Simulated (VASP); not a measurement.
# HfB2 (P6/mmm) in VASP: a series of runs

Runs on HfB2. Level: PBEsol. Tasks: single point, relaxation of cell and atoms.

Program: VASP 6.6.1. These are calculated values, not measurements. Logs are shortened: lines on timing, memory, paths and dates and some standing lists are left out, and cuts for length are marked.

## Step 1: The cell of the first run

The structure is hexagonal, space group P6/mmm (No. 191). Conventional cell: a = 3.128 Å, b = 3.128 Å, c = 3.446 Å, α = 90.00°, β = 90.00°, γ = 120.00°. Hf (site symmetry 6/mmm) has 12 B at 2.50 Å and 6 Hf at 3.13 Å within 3.3 Å. Within 2.4 Å of B (site symmetry -6m2) lie 3 B at 1.81 Å.

## Step 2: Single point, PBEsol

Input file INCAR:

```
ALGO = Normal
EDIFF = 1E-7
ENCUT = 520
GGA = PS
ISIF = 2
ISMEAR = 0
LASPH = T
LCHARG = F
LREAL = F
LWAVE = F
NBANDS = 15
NELM = 100
PREC = Accurate
SIGMA = 0.1
```

Input file KPOINTS:

```
k-points
0
Gamma
  16 16 13
```

Input file POSCAR:

```
HfB2
1.0
    3.1278284967      0.0000000000      0.0000000000
   -1.5639142484      2.7087789368      0.0000000000
    0.0000000000      0.0000000000      3.4456064280
Hf B
1 2
Direct
    0.0000000000      0.0000000000      0.0000000000
    0.3333333333      0.6666666667      0.5000000000
    0.6666666667      0.3333333333      0.5000000000
```

Potentials or basis: VASP PAW PBE potentials, release 64 (Hf_pv, B).

Run with:

```bash
cat potpaw_PBE.64/Hf_pv/POTCAR potpaw_PBE.64/B/POTCAR > POTCAR
mpirun -np 1 vasp_std > vasp.out
```

OUTCAR:

```text
EDIFF = 1E-7
   ENCUT = 520
   GGA = PS
   ISIF = 2
   ISMEAR = 0
   LASPH = T
   LREAL = F
   NELM = 100
   PREC = Accurate

 ion  position               nearest neighbor table
   1  0.000  0.000  0.000-   2 2.50   3 2.50   2 2.50   3 2.50   3 2.50   3 2.50   2 2.50   2 2.50
                             3 2.50   3 2.50   2 2.50   2 2.50
   2  0.333  0.667  0.500-   3 1.81   3 1.81   3 1.81   1 2.50   1 2.50   1 2.50   1 2.50   1 2.50
                             1 2.50
   3  0.667  0.333  0.500-   2 1.81   2 1.81   2 1.81   1 2.50   1 2.50   1 2.50   1 2.50   1 2.50
                             1 2.50

  LATTYP: Found a hexagonal cell.
 ALAT       =     3.1278284967
 C/A-ratio  =     1.1015969807

  Lattice vectors:

 A1 = (   3.1278284967,   0.0000000000,   0.0000000000)
 A2 = (  -1.5639142484,   2.7087789368,   0.0000000000)
 A3 = (   0.0000000000,   0.0000000000,   3.4456064280)

Analysis of symmetry for initial positions (statically):
=====================================================================
 Subroutine PRICEL returns:
 Original cell was already a primitive cell.

 Routine SETGRP: Setting up the symmetry group for a
 hexagonal supercell.

 Subroutine GETGRP returns: Found 24 space group operations
 (whereof 24 operations were pure point group operations)
 out of a pool of 24 trial point group operations.

The static configuration has the point symmetry D_6h.

Analysis of symmetry for dynamics (positions and initial velocities):
=====================================================================
 Subroutine PRICEL returns:
 Original cell was already a primitive cell.

 Routine SETGRP: Setting up the symmetry group for a
 hexagonal supercell.

 Subroutine GETGRP returns: Found 24 space group operations
 (whereof 24 operations were pure point group operations)
 out of a pool of 24 trial point group operations.

The dynamic configuration has the point symmetry D_6h.

 Subroutine INISYM returns: Found 24 space group operations
 (whereof 24 operations are pure point group operations),
 and found     1 'primitive' translations

----------------------------------------------------------------------------------------

                                     Primitive cell

  volume of cell :      29.1932

  direct lattice vectors                    reciprocal lattice vectors
     3.127828497  0.000000000  0.000000000     0.319710624  0.184585015  0.000000000
    -1.563914248  2.708778937  0.000000000     0.000000000  0.369170029  0.000000000
     0.000000000  0.000000000  3.445606428     0.000000000  0.000000000  0.290224673

  length of vectors
     3.127828497  3.127828497  3.445606428     0.369170029  0.369170029  0.290224673

  position of ions in fractional coordinates (direct lattice)
     0.000000000  0.000000000  0.000000000
     0.333333333  0.666666667  0.500000000
     0.666666667  0.333333333  0.500000000

  ion indices of the primitive-cell ions
   primitive index   ion index
                 1           1
                 2           2
                 3           3

----------------------------------------------------------------------------------------

 KPOINTS: k-points

Automatic generation of k-mesh.
 Grid dimensions read from file:
 generate k-points for:   16   16   13

 Generating k-lattice:

  Cartesian coordinates                     Fractional coordinates (reciprocal lattice)
     0.019981914  0.011536563  0.000000000     0.062500000 -0.000000000  0.000000000
     0.000000000  0.023073127  0.000000000     0.000000000  0.062500000  0.000000000
     0.000000000  0.000000000  0.022324975     0.000000000  0.000000000  0.076923077

  Length of vectors
     0.023073127  0.023073127  0.022324975

  Shift w.r.t. Gamma in fractional coordinates (k-lattice)
     0.000000000  0.000000000  0.000000000

 Subroutine IBZKPT returns following result:
 ===========================================

 Found    210 irreducible k-points:

 Following reciprocal coordinates:
            Coordinates               Weight
  0.000000  0.000000  0.000000      1.000000
  0.062500  0.000000  0.000000      6.000000
  0.125000  0.000000  0.000000      6.000000
  0.187500  0.000000  0.000000      6.000000
  0.250000  0.000000  0.000000      6.000000
  0.312500 -0.000000  0.000000      6.000000
[... 16 lines left out ...]
  0.187500  0.187500  0.000000      6.000000
  0.250000  0.187500  0.000000     12.000000
 [... further k-points ...]
   k-points           NKPTS =    210   k-points in BZ     NKDIM =    210   number of bands    NBANDS=     15
   number of dos      NEDOS =    301   number of ions     NIONS =      3
   total plane-waves  NPLWV =  16128
   dimension x,y,z NGX =    24 NGY =   24 NGZ =   28
   dimension x,y,z NGXF=    48 NGYF=   48 NGZF=   56
   ions per type =               1   2
   NGX,Y,Z   is equivalent  to a cutoff of  12.76, 12.76, 13.51 a.u.
   NGXF,Y,Z  is equivalent  to a cutoff of  25.51, 25.51, 27.02 a.u.
 SYSTEM =  unknown system
   PREC   = accura    normal or accurate (medium, high low for compatibility)
   ISTART =      0    job   : 0-new  1-cont  2-samecut
   ICHARG =      2    charge: 1-file 2-atom 10-const
   ISPIN  =      1    spin polarized calculation?
   LNONCOLLINEAR =      F non collinear calculations
   LSORBIT =      F    spin-orbit coupling
   LASPH  =      T    aspherical Exc in radial PAW
   ENCUT  =  520.0 eV  38.22 Ry    6.18 a.u.   5.82  5.82  6.41*2*pi/ulx,y,z
   NELM   =    100;   NELMIN=  2; NELMDL= -5     # of ELM steps
   EDIFF  = 0.1E-06   stopping-criterion for ELM
   LREAL  =      F    real-space projection
   EDIFFG = 0.1E-05   stopping-criterion for IOM
   NSW    =      0    number of steps for IOM
   IBRION =     -1    ionic relax: 0-MD 1-quasi-New 2-CG
   NFREE  =      0    steps in history (QN), initial steepest desc. (CG)
   ISIF   =      2    stress and relaxation
   ISYM   =      2    0-nonsym 1-usesym 2-fastsym
   POTIM  = 0.5000    time-step for ionic-motion
   TEBEG  =    0.0;   TEEND  =   0.0 temperature during run
   PSTRESS=    0.0 pullay stress
   NELECT =      16.0000    total number of electrons
   NUPDOWN=      -1.0000    fix difference up-down
   EMIN   =  10.00;   EMAX   =-10.00  energy-range for DOS
   EFERMI =   0.00;   METHOD = LEGACY
   ISMEAR =     0;   SIGMA  =   0.10  broadening in eV -4-tet -1-fermi 0-gaus
   EFERMI_NEDOS =   21; number of points for ismear=-14 and -15
   IALGO  =     38    algorithm
   IMIX   =      4    mixing-type and parameters
     AMIX     =   0.40;   BMIX     =  1.00
     AMIX_MAG =   1.60;   BMIX_MAG =  1.00
  volume/ion in A,a.u.               =       9.73        65.67
  Fermi-wavevector in a.u.,A,eV,Ry     =   1.339741  2.531743 24.421169  1.794905
  Thomas-Fermi vector in A             =   2.468109
   LORBIT       =      0    0 simple, 1 ext, 2 COOP (PROOUT), +10 PAW based schemes
   GGA     = PS    functional components
   LHFCALC =     F    Hartree Fock is set to
   AEXX    =    0.0000 exact exchange contribution
   IVDW    =     0    specifies the selected vdW correction
   LEPSILON=     F    determine dielectric tensor
   LRPA    =     F    only Hartree local field effects (RPA)
 non-spin polarized calculation
 Gauss-broadening in eV      SIGMA  =   0.10
  energy-cutoff  :      520.00
  volume of cell :       29.19
 maximum number of plane-waves:       800
 NGX is ok and might be reduce to    24
   NGX = 11   NGY = 11   NGZ = 13

 number of electron      15.9999999 magnetization

 Free energy of the ion-electron system (eV)
  ---------------------------------------------------
  ext. energy  EPLUGINS =         0.00000000
  ---------------------------------------------------
  free energy    TOTEN  =       -27.86717809 eV

  energy without entropy =      -27.86590194  energy(sigma->0) =      -27.86654001

 E-fermi :   7.7664     XC(G=0): -12.7653

 val. band max:        7.7338197162   @ k =   0.0625   0.0625   0.4615
 cond. band min:       7.7733804995   @ k =   0.2500   0.1875   0.0769
 fundamental gap:      0.0395607833
 Fermi energy:         7.7663871909

 k-point     1 :       0.0000    0.0000    0.0000
  band No.  band energies     occupation
      1     -22.8182      2.00000
      2     -22.2974      2.00000
      3     -22.2974      2.00000
      4      -6.1309      2.00000
      5       4.6344      2.00000
      6       4.7217      2.00000
      7       4.7217      2.00000
      8       5.0005      2.00000
      9      11.7698      0.00000
     10      11.7698      0.00000
     11      12.5061      0.00000
     12      12.5061      0.00000
     13      12.7198      0.00000
     14      12.7198      0.00000
     15      12.7934      0.00000

 k-point     2 :       0.0625    0.0000    0.0000
  band No.  band energies     occupation
      1     -22.8128      2.00000
      2     -22.3304      2.00000
      3     -22.3047      2.00000
      4      -6.0443      2.00000
      5       4.4777      2.00000
      6       4.7207      2.00000
      7       4.7211      2.00000
      8       4.9190      2.00000
      9      11.6439      0.00000
     10      11.7085      0.00000
     11      11.8904      0.00000
     12      11.9205      0.00000
     13      13.0672      0.00000
     14      13.4351      0.00000
     15      13.5514      0.00000
[... 365 lines left out ...]
      3     -22.4981      2.00000
      4      -4.0472      2.00000
      5       1.4468      2.00000
      6       2.9670      2.00000
      7       3.9943      2.00000
      8       6.7125      2.00000
      9       8.6834      0.00000
     10       9.1055      0.00000
     11      12.8298      0.00000
     12      14.4818      0.00000
     13      14.8699      0.00000
     14      14.9276      0.00000
     15      17.1764      0.00000

 k-point    24 :       0.2500    0.1875    0.0000
  band No.  band energies     occupation
      1     -22.9249      2.00000
      2     -22.6929      2.00000
      3     -22.5621      2.00000
      4      -3.3685      2.00000
      5       0.7916      2.00000
      6       2.3485      2.00000
      7       3.9596      2.00000
      8       7.1960      2.00000
      9       7.8484      0.24637
     10       9.1034      0.00000
     11      13.8378      0.00000
     12      14.5917      0.00000
     13      14.8080      0.00000
     14      15.9803      0.00000
     15      17.8451      0.00000

 [... further k-points ...]

------------------------ aborting loop because EDIFF is reached ----------------------------------------

  FORCE on cell =-STRESS in cart. coord.  units (eV):
  Direction    XX          YY          ZZ          XY          YZ          ZX
  --------------------------------------------------------------------------------------
  -------------------------------------------------------------------------------------
  Total       -0.0284960     -0.0284960      0.0313601      0.0000000      0.0000000     -0.0000000
  in kB       -1.5639133     -1.5639133      1.7210972      0.0000000      0.0000000     -0.0000000
  external PRESSURE =      -0.4689098 kB  Pullay stress =       0.0000000 kB

 VOLUME and BASIS-vectors are now :
 -----------------------------------------------------------------------------
  energy-cutoff  :      520.00
  volume of cell :       29.19
      direct lattice vectors                 reciprocal lattice vectors
     3.127828497  0.000000000  0.000000000     0.319710624  0.184585015  0.000000000
    -1.563914248  2.708778937  0.000000000     0.000000000  0.369170029  0.000000000
     0.000000000  0.000000000  3.445606428     0.000000000  0.000000000  0.290224673

 POSITION                                       TOTAL-FORCE (eV/Angst)
 -----------------------------------------------------------------------------------
      0.00000      0.00000      0.00000         0.000000      0.000000      0.000000
     -0.00000      1.80585      1.72280        -0.000000     -0.000000      0.000000
      1.56391      0.90293      1.72280         0.000000      0.000000     -0.000000
 -----------------------------------------------------------------------------------
    total drift:                               -0.000000      0.000000      0.000000

  FREE ENERGIE OF THE ION-ELECTRON SYSTEM (eV)
  ---------------------------------------------------
  free  energy   TOTEN  =       -27.8671780876 eV

  energy  without entropy=      -27.8659019395  energy(sigma->0) =      -27.86654001
```

It took 64 s on 1 thread of Intel Xeon Platinum 8488C (Sapphire Rapids), shared host; peak memory 0.22 GiB.

Results:

| Item | Value |
| --- | --- |
| Free energy | -27.8672 eV |
| Pressure | 0.0 GPa |
| Band gap on the k mesh | zero (band 8 reaches 8.58 eV, above the bottom of band 9 at 7.24 eV) |

Levels at points of the mesh, in eV from the Fermi level:
```tsv
k point	band 6	band 7	band 8	band 9	band 10	band 11
(0.00, 0.00, 0.00)	-3.04	-3.04	-2.77	4.00	4.00	4.74
(0.50, 0.00, 0.00)	-4.23	-3.52	-3.03	2.13	2.68	5.65
```

Caveat: the PAW data sets were made with another functional, which shifts forces and pressure a little; spin-orbit coupling is left out, which moves the levels of the heavy elements.

[end of part 1 of 2]
